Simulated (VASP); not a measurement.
# Pt in VASP: notebook

Pt is run at these levels: LDA; tasks: single point.

Program: VASP 6.6.1. These are calculated values, not measurements. Logs are shortened: lines on timing, memory, paths and dates and some standing lists are left out, and cuts for length are marked.

**1. The cell of the first run**

Symmetry: P2_1/m, No. 11, monoclinic system. Conventional cell: a = 2.708 Å, b = 4.677 Å, c = 2.708 Å, α = 90.00°, β = 120.00°, γ = 90.00°. Pt (site symmetry m) has 14 Pt at 2.71 to 3.74 Å within 3.8 Å.

**2. Single point, LDA (atoms displaced along several vibrational modes)**

Input file INCAR:

```
SYSTEM = Pt
  PREC = Accurate
  ENCUT = 520
  EDIFF = 1E-7
  ISMEAR = 0
  SIGMA = 0.15
  LREAL = .FALSE.
  LASPH = .TRUE.
  NELM = 80
  ALGO = Fast
  ISIF = 2
  LWAVE = .FALSE.
  LCHARG = .TRUE.
  GGA = CA
  LELF = .TRUE.
  LVHAR = .TRUE.
  NBANDS = 17
```

Input file KPOINTS:

```
Automatic mesh
0
G
  18 18 10
  0 0 0
```

Input file POSCAR:

```
Pt
1.0
    2.7081940711      0.0000000000      0.0000000000
   -1.3540970355      2.3453648639      0.0000000000
    0.0000000000      0.0000000000      4.6773974959
Pt
2
Direct
    0.6213081714      0.3129953464      0.7500000000
    0.3786918286      0.6870046536      0.2500000000
```

Potentials or basis: VASP PAW LDA potentials, release 64 (Pt).

Launch:

```
$ cat potpaw_LDA.64/Pt/POTCAR > POTCAR
$ mpirun -np 1 vasp_std > vasp.out
```

OUTCAR:

```text
SYSTEM = Pt
   PREC = Accurate
   ENCUT = 520
   EDIFF = 1E-7
   ISMEAR = 0
   LREAL = .FALSE.
   LASPH = .TRUE.
   NELM = 80
   ISIF = 2
   GGA = CA

 ion  position               nearest neighbor table
   1  0.621  0.313  0.750-   2 2.76   2 2.76   2 2.77   2 2.77   2 2.94   2 2.94
   2  0.379  0.687  0.250-   1 2.76   1 2.76   1 2.77   1 2.77   1 2.94   1 2.94

  LATTYP: Found a hexagonal cell.
 ALAT       =     2.7081940711
 C/A-ratio  =     1.7271278842

  Lattice vectors:

 A1 = (   2.7081940711,   0.0000000000,   0.0000000000)
 A2 = (  -1.3540970355,   2.3453648639,   0.0000000000)
 A3 = (   0.0000000000,   0.0000000000,   4.6773974959)

Analysis of symmetry for initial positions (statically):
=====================================================================
 Subroutine PRICEL returns:
 Original cell was already a primitive cell.

 Routine SETGRP: Setting up the symmetry group for a
 hexagonal supercell.

 Subroutine GETGRP returns: Found  4 space group operations
 (whereof  2 operations were pure point group operations)
 out of a pool of 24 trial point group operations.

The static configuration has the point symmetry S_2 .
 The point group associated with its full space group is C_2h.

Analysis of symmetry for dynamics (positions and initial velocities):
=====================================================================
 Subroutine PRICEL returns:
 Original cell was already a primitive cell.

 Routine SETGRP: Setting up the symmetry group for a
 hexagonal supercell.

 Subroutine GETGRP returns: Found  4 space group operations
 (whereof  2 operations were pure point group operations)
 out of a pool of 24 trial point group operations.

The dynamic configuration has the point symmetry S_2 .
 The point group associated with its full space group is C_2h.

 Subroutine INISYM returns: Found  4 space group operations
 (whereof  2 operations are pure point group operations),
 and found     1 'primitive' translations

----------------------------------------------------------------------------------------

                                     Primitive cell

  volume of cell :      29.7094

  direct lattice vectors                    reciprocal lattice vectors
     2.708194071  0.000000000  0.000000000     0.369249756  0.213186446  0.000000000
    -1.354097035  2.345364864  0.000000000     0.000000000  0.426372892  0.000000000
     0.000000000  0.000000000  4.677397496     0.000000000  0.000000000  0.213794103

  length of vectors
     2.708194071  2.708194071  4.677397496     0.426372892  0.426372892  0.213794103

  position of ions in fractional coordinates (direct lattice)
     0.621308171  0.312995346  0.750000000
     0.378691829  0.687004654  0.250000000

  ion indices of the primitive-cell ions
   primitive index   ion index
                 1           1
                 2           2

----------------------------------------------------------------------------------------

 KPOINTS: Automatic mesh

Automatic generation of k-mesh.
 Grid dimensions read from file:
 generate k-points for:   18   18   10

 Generating k-lattice:

  Cartesian coordinates                     Fractional coordinates (reciprocal lattice)
     0.020513875  0.011843691  0.000000000     0.055555556 -0.000000000  0.000000000
     0.000000000  0.023687383  0.000000000     0.000000000  0.055555556  0.000000000
     0.000000000  0.000000000  0.021379410     0.000000000  0.000000000  0.100000000

  Length of vectors
     0.023687383  0.023687383  0.021379410

  Shift w.r.t. Gamma in fractional coordinates (k-lattice)
     0.000000000  0.000000000  0.000000000

 Subroutine IBZKPT returns following result:
 ===========================================

 Found    984 irreducible k-points:

 Following reciprocal coordinates:
            Coordinates               Weight
  0.000000  0.000000  0.000000      1.000000
  0.055556  0.000000  0.000000      2.000000
  0.000000  0.055556  0.000000      2.000000
 -0.055556  0.055556  0.000000      2.000000
  0.111111  0.000000  0.000000      2.000000
  0.000000  0.111111  0.000000      2.000000
[... 16 lines left out ...]
  0.444444  0.000000  0.000000      2.000000
  0.000000  0.444444  0.000000      2.000000
 [... further k-points ...]
   k-points           NKPTS =    984   k-points in BZ     NKDIM =    984   number of bands    NBANDS=     17
   number of dos      NEDOS =    301   number of ions     NIONS =      2
   total plane-waves  NPLWV =  14400
   dimension x,y,z NGX =    20 NGY =   20 NGZ =   36
   dimension x,y,z NGXF=    40 NGYF=   40 NGZF=   72
   ions per type =               2
   NGX,Y,Z   is equivalent  to a cutoff of  12.28, 12.28, 12.80 a.u.
   NGXF,Y,Z  is equivalent  to a cutoff of  24.55, 24.55, 25.59 a.u.
 SYSTEM =  Pt
   PREC   = accura    normal or accurate (medium, high low for compatibility)
   ISTART =      0    job   : 0-new  1-cont  2-samecut
   ICHARG =      2    charge: 1-file 2-atom 10-const
   ISPIN  =      1    spin polarized calculation?
   LNONCOLLINEAR =      F non collinear calculations
   LSORBIT =      F    spin-orbit coupling
   LASPH  =      T    aspherical Exc in radial PAW
   ENCUT  =  520.0 eV  38.22 Ry    6.18 a.u.   5.04  5.04  8.70*2*pi/ulx,y,z
   NELM   =     80;   NELMIN=  2; NELMDL= -5     # of ELM steps
   EDIFF  = 0.1E-06   stopping-criterion for ELM
   LREAL  =      F    real-space projection
   EDIFFG = 0.1E-05   stopping-criterion for IOM
   NSW    =      0    number of steps for IOM
   IBRION =     -1    ionic relax: 0-MD 1-quasi-New 2-CG
   NFREE  =      0    steps in history (QN), initial steepest desc. (CG)
   ISIF   =      2    stress and relaxation
   ISYM   =      2    0-nonsym 1-usesym 2-fastsym
   POTIM  = 0.5000    time-step for ionic-motion
   TEBEG  =    0.0;   TEEND  =   0.0 temperature during run
   PSTRESS=    0.0 pullay stress
   NELECT =      20.0000    total number of electrons
   NUPDOWN=      -1.0000    fix difference up-down
   EMIN   =  10.00;   EMAX   =-10.00  energy-range for DOS
   EFERMI =   0.00;   METHOD = LEGACY
   ISMEAR =     0;   SIGMA  =   0.15  broadening in eV -4-tet -1-fermi 0-gaus
   EFERMI_NEDOS =   21; number of points for ismear=-14 and -15
   IALGO  =     68    algorithm
   IMIX   =      4    mixing-type and parameters
     AMIX     =   0.40;   BMIX     =  1.00
     AMIX_MAG =   1.60;   BMIX_MAG =  1.00
  volume/ion in A,a.u.               =      14.85       100.24
  Fermi-wavevector in a.u.,A,eV,Ry     =   1.434784  2.711350 28.009042  2.058607
  Thomas-Fermi vector in A             =   2.554155
   LORBIT       =      0    0 simple, 1 ext, 2 COOP (PROOUT), +10 PAW based schemes
   GGA     = CA    functional components
   LHFCALC =     F    Hartree Fock is set to
   AEXX    =    0.0000 exact exchange contribution
   IVDW    =     0    specifies the selected vdW correction
   LEPSILON=     F    determine dielectric tensor
   LRPA    =     F    only Hartree local field effects (RPA)
 non-spin polarized calculation
 RMM-DIIS sequential band-by-band and
 Gauss-broadening in eV      SIGMA  =   0.15
  energy-cutoff  :      520.00
  volume of cell :       29.71
 maximum number of plane-waves:       825
   NGX = 11   NGY = 11   NGZ = 17

 number of electron      20.0000001 magnetization

 Free energy of the ion-electron system (eV)
  ---------------------------------------------------
  ext. energy  EPLUGINS =         0.00000000
  ---------------------------------------------------
  free energy    TOTEN  =       -14.91100225 eV

  energy without entropy =      -14.87736276  energy(sigma->0) =      -14.89418251

 E-fermi :  11.4158     XC(G=0): -13.7696

 val. band max:       11.4143873346   @ k =  -0.0556   0.4444   0.1000
 cond. band min:      11.4163727927   @ k =   0.2222   0.3333   0.5000
 fundamental gap:      0.0019854581
 Fermi energy:        11.4157942372

 k-point     1 :       0.0000    0.0000    0.0000
  band No.  band energies     occupation
      1       1.0183      2.00000
      2       3.7228      2.00000
      3       6.8887      2.00000
      4       7.5327      2.00000
      5       7.7398      2.00000
      6       8.0110      2.00000
[... 9 lines left out ...]
     16      28.3867      0.00000
     17      32.1645      0.00000

 k-point     2 :       0.0556    0.0000    0.0000
  band No.  band energies     occupation
      1       1.1357      2.00000
      2       3.8270      2.00000
      3       6.9048      2.00000
      4       7.6266      2.00000
      5       7.7083      2.00000
      6       7.9520      2.00000
[... 9 lines left out ...]
     16      28.4939      0.00000
     17      31.7617      0.00000

 k-point     3 :       0.0000    0.0556    0.0000
  band No.  band energies     occupation
      1       1.1378      2.00000
      2       3.8363      2.00000
      3       6.8956      2.00000
      4       7.5182      2.00000
      5       7.8063      2.00000
      6       8.0326      2.00000
[... 9 lines left out ...]
     16      28.5837      0.00000
     17      31.5521      0.00000

 k-point     4 :      -0.0556    0.0556    0.0000
  band No.  band energies     occupation
      1       1.1379      2.00000
      2       3.8367      2.00000
      3       6.8935      2.00000
      4       7.5148      2.00000
      5       7.8092      2.00000
      6       8.0532      2.00000
[... 9 lines left out ...]
     16      28.5868      0.00000
     17      31.5668      0.00000
[... 343 lines left out ...]
      1       4.3869      2.00000
      2       4.7346      2.00000
      3       5.6253      2.00000
      4       7.2797      2.00000
      5       7.4409      2.00000
      6       8.0790      2.00000
[... 9 lines left out ...]
     16      24.8378      0.00000
     17      25.3867      0.00000

 k-point    23 :       0.4444    0.0000    0.0000
  band No.  band energies     occupation
      1       4.1407      2.00000
      2       4.3651      2.00000
      3       4.9259      2.00000
      4       7.7667      2.00000
      5       8.0029      2.00000
      6       8.5133      2.00000
[... 9 lines left out ...]
     16      23.8368      0.00000
     17      25.8061      0.00000

 k-point    24 :       0.0000    0.4444    0.0000
  band No.  band energies     occupation
      1       4.4361      2.00000
      2       4.6369      2.00000
      3       5.3730      2.00000
      4       7.3648      2.00000
      5       7.7556      2.00000
      6       8.1659      2.00000
[... 9 lines left out ...]
     16      24.1075      0.00000
     17      24.8543      0.00000

 [... further k-points ...]

------------------------ aborting loop because EDIFF is reached ----------------------------------------

  FORCE on cell =-STRESS in cart. coord.  units (eV):
  Direction    XX          YY          ZZ          XY          YZ          ZX
  --------------------------------------------------------------------------------------
  -------------------------------------------------------------------------------------
  Total        0.2260510      0.1875206      0.2109906     -0.0129051      0.0000000      0.0000000
  in kB       12.1905268     10.1126527     11.3783504     -0.6959488      0.0000000      0.0000000
  external PRESSURE =      11.2271766 kB  Pullay stress =       0.0000000 kB

 VOLUME and BASIS-vectors are now :
 -----------------------------------------------------------------------------
  energy-cutoff  :      520.00
  volume of cell :       29.71
      direct lattice vectors                 reciprocal lattice vectors
     2.708194071  0.000000000  0.000000000     0.369249756  0.213186446  0.000000000
    -1.354097035  2.345364864  0.000000000     0.000000000  0.426372892  0.000000000
     0.000000000  0.000000000  4.677397496     0.000000000  0.000000000  0.213794103

 POSITION                                       TOTAL-FORCE (eV/Angst)
 -----------------------------------------------------------------------------------
      1.25880      0.73409      3.50805        -0.099582     -0.079817      0.000000
      0.09530      1.61128      1.16935         0.099582      0.079817      0.000000
 -----------------------------------------------------------------------------------
    total drift:                               -0.000000      0.000000      0.000000

  FREE ENERGIE OF THE ION-ELECTRON SYSTEM (eV)
  ---------------------------------------------------
  free  energy   TOTEN  =       -14.9110022523 eV

  energy  without entropy=      -14.8773627636  energy(sigma->0) =      -14.89418251
```

Wall time 3.7 min (1 thread of Intel Xeon 6975P-C (Granite Rapids), shared host); peak memory 0.47 GiB.

Results:

```
Free energy            : -14.9110 eV
Pressure               : 1.1 GPa
Largest force          : 0.128 eV/Å
Band gap on the k mesh : zero (bands 10 and 11 overlap by 1.42 eV)
```

Forces in eV/Å, atoms in the order of the input:
```
Pt  -0.100 -0.080  0.000
Pt   0.100  0.080  0.000
```

Levels at points of the mesh, in eV from the Fermi level:
| k point | band 7 | band 8 | band 9 | band 10 | band 11 | band 12 | band 13 | band 14 |
| --- | --- | --- | --- | --- | --- | --- | --- | --- |
| (0.00, 0.00, 0.00) | -3.26 | -2.49 | -1.48 | -0.97 | -0.74 | 0.16 | 5.19 | 14.92 |
| (0.50, 0.00, 0.00) | -2.27 | 0.11 | 0.42 | 0.43 | 1.84 | 4.38 | 6.89 | 7.74 |
| (0.00, 0.50, 0.00) | -3.22 | -0.21 | 0.28 | 0.57 | 2.60 | 3.72 | 7.86 | 9.67 |
| (0.50, 0.50, 0.00) | -3.30 | -0.18 | 0.27 | 0.58 | 2.65 | 3.67 | 7.95 | 9.57 |
| (0.00, 0.00, 0.50) | -3.72 | -3.72 | -1.07 | -1.07 | -0.78 | -0.78 | 12.41 | 12.41 |
| (0.50, 0.00, 0.50) | -1.74 | -1.74 | 0.45 | 0.45 | 2.32 | 2.32 | 6.37 | 6.37 |
| (0.00, 0.50, 0.50) | -0.60 | -0.60 | 0.43 | 0.43 | 1.39 | 1.39 | 7.10 | 7.10 |
| (0.50, 0.50, 0.50) | -0.54 | -0.54 | 0.43 | 0.43 | 1.33 | 1.33 | 7.14 | 7.14 |

Caveat: the cell differs from its parent crystal (atoms displaced along several vibrational modes); spin-orbit coupling is left out, which moves the levels of the heavy elements.

**3. Single point, LDA (atoms displaced along several vibrational modes)**

Input file INCAR:

```
  PREC = Accurate
  ENCUT = 520
  EDIFF = 1E-6
  ISMEAR = 0
  SIGMA = 0.15
  LREAL = F
  LASPH = T
  NELM = 60
  ALGO = Fast
  ISIF = 2
  LWAVE = F
  LCHARG = F
  GGA = CA
  NBANDS = 17
```

Input file KPOINTS:

```
regular mesh
0
Gamma
  18 18 10
```

Input file POSCAR:

```
Pt
1.0
    2.7081940711      0.0000000000      0.0000000000
   -1.3540970355      2.3453648639      0.0000000000
    0.0000000000      0.0000000000      4.6773974959
Pt
2
Direct
    0.6416461584      0.3536713203      0.7500000000
    0.3583538416      0.6463286797      0.2500000000
```

Potentials or basis: VASP PAW LDA potentials, release 64 (Pt).

Launch:

```
$ cat potpaw_LDA.64/Pt/POTCAR > POTCAR
$ mpirun -np 1 vasp_std > vasp.out
```

It took 3.1 min on 1 thread of Intel Xeon 6975P-C (Granite Rapids), shared host; peak memory 0.48 GiB.

The run converged. Its results:

| Property | Result |
| --- | --- |
| Free energy | -14.8905 eV |
| Pressure | 1.5 GPa |
| Largest force | 0.149 eV/Å |
| Band gap on the k mesh | zero (bands 10 and 11 overlap by 1.44 eV) |

Forces in eV/Å, atoms in the order of the input:
```
Pt   0.120 -0.088  0.000
Pt  -0.120  0.088  0.000
```

Stress tensor (GPa, compression positive):
```
 1.71 -1.20  0.00
-1.20  0.25  0.00
 0.00  0.00  2.60
```

Levels at points of the mesh, in eV from the Fermi level:
| k point | band 6 | band 7 | band 8 | band 9 | band 10 | band 11 | band 12 | band 13 | band 14 | band 15 |
| --- | --- | --- | --- | --- | --- | --- | --- | --- | --- | --- |
| (0.00, 0.00, 0.00) | -3.50 | -3.20 | -2.39 | -1.52 | -0.96 | -0.72 | 0.09 | 5.20 | 14.95 | 15.74 |
| (0.50, 0.00, 0.00) | -3.22 | -2.56 | -0.11 | 0.38 | 0.47 | 2.09 | 4.18 | 7.17 | 8.36 | 10.57 |
| (0.00, 0.50, 0.00) | -3.25 | -2.62 | -0.14 | 0.37 | 0.48 | 2.14 | 4.14 | 7.23 | 8.51 | 10.48 |
| (0.50, 0.50, 0.00) | -3.37 | -3.13 | -0.01 | 0.23 | 0.63 | 2.89 | 3.46 | 8.35 | 9.19 | 10.65 |
| (0.00, 0.00, 0.50) | -3.83 | -3.69 | -3.69 | -1.03 | -1.03 | -0.76 | -0.76 | 12.40 | 12.40 | 15.55 |
| (0.50, 0.00, 0.50) | -2.15 | -1.23 | -1.23 | 0.45 | 0.45 | 2.05 | 2.05 | 6.61 | 6.61 | 14.70 |
| (0.00, 0.50, 0.50) | -2.13 | -1.15 | -1.15 | 0.45 | 0.45 | 1.98 | 1.98 | 6.67 | 6.67 | 14.58 |
| (0.50, 0.50, 0.50) | -1.97 | -0.24 | -0.24 | 0.43 | 0.43 | 1.04 | 1.04 | 7.30 | 7.30 | 13.67 |

Caveat: the cell differs from its parent crystal (atoms displaced along several vibrational modes); spin-orbit coupling is left out, which moves the levels of the heavy elements.

**4. Single point, LDA (atoms displaced along a vibrational mode)**

Input file INCAR:

```
SYSTEM = Pt
ALGO = Normal ; EDIFF = 1E-6
ENCUT = 570 ; GGA_COMPAT = .False.
ISIF = 2 ; ISMEAR = 0
LASPH = .True. ; LCHARG = .True.
LELF = .True. ; LREAL = .False.
LVHAR = .True. ; LWAVE = .False.
NBANDS = 25 ; NELM = 120
PREC = Accurate ; SIGMA = 0.15
```

Input file KPOINTS:

```
k-points
0
Gamma
  18 18 10
  0 0 0
```

Input file POSCAR:

```
Pt
1.0
    2.7081940711      0.0000000000      0.0000000000
   -1.3540970355      2.3453648639      0.0000000000
    0.0000000000      0.0000000000      4.6773974959
Pt
2
Direct
    0.6869833350      0.3739666699      0.7500000000
    0.3130166650      0.6260333301      0.2500000000
```

Potentials or basis: VASP PAW LDA potentials, release 64 (Pt_sv_GW).

Launch:

```
$ cat potpaw_LDA.64/Pt_sv_GW/POTCAR > POTCAR
$ mpirun -np 1 vasp_std > vasp.out
```

Run time: 2.7 min. Hardware: 1 thread of Intel Xeon Platinum 8488C (Sapphire Rapids), shared host; peak memory 0.46 GiB.

It converged, with:

| Item | Value |
| --- | --- |
| Free energy | -14.5478 eV |
| Pressure | -0.1 GPa |
| Largest force | 0.107 eV/Å |
| Band gap on the k mesh | zero (bands 18 and 19 overlap by 1.39 eV) |

Forces in eV/Å, atoms in the order of the input:
```
Pt   0.000  0.107  0.000
Pt   0.000 -0.107  0.000
```

Stress tensor (GPa, compression positive):
```
 0.02  0.00  0.00
 0.00 -0.12  0.00
 0.00  0.00 -0.11
```

Levels at points of the mesh, in eV from the Fermi level:
```tsv
k point	band 14	band 15	band 16	band 17	band 18	band 19	band 20	band 21	band 22	band 23
(0.00, 0.00, 0.00)	-3.39	-3.25	-2.44	-1.54	-0.93	-0.69	0.12	5.19	14.98	15.75
(0.50, 0.00, 0.00)	-3.29	-3.20	-0.16	0.28	0.57	2.62	3.75	7.92	9.72	9.84
(0.00, 0.50, 0.00)	-3.01	-2.31	0.10	0.41	0.43	1.90	4.36	7.01	7.92	10.91
(0.00, 0.00, 0.50)	-3.79	-3.71	-3.71	-1.05	-1.05	-0.79	-0.79	12.46	12.46	15.61
(0.50, 0.00, 0.50)	-1.97	-0.60	-0.60	0.43	0.43	1.42	1.42	7.13	7.13	13.99
(0.00, 0.50, 0.50)	-2.10	-1.65	-1.65	0.45	0.45	2.29	2.29	6.46	6.46	15.40
```

Caveat: the cell differs from its parent crystal (atoms displaced along a vibrational mode); spin-orbit coupling is left out, which moves the levels of the heavy elements.

**5. The runs side by side**

```tsv
potentials or basis	cell	cutoff (eV)	gap on the mesh (eV)	pressure (GPa)	largest force (eV/Å)
VASP PAW LDA potentials, release 64 (Pt)	as given, atomic positions A	520	none	1.1	0.13
VASP PAW LDA potentials, release 64 (Pt)	as given, atomic positions B	520	none	1.5	0.15
VASP PAW LDA potentials, release 64 (Pt_sv_GW)	as given, atomic positions C	570	none	-0.1	0.11
```

Alike in all rows: task single point; level LDA; no spin polarisation; k mesh 18 × 18 × 10; smearing gaussian 0.15 eV.

Caveats: spin-orbit coupling is left out, which moves the levels of the heavy elements.

Absolute energies hang on the potentials; compare differences alone.
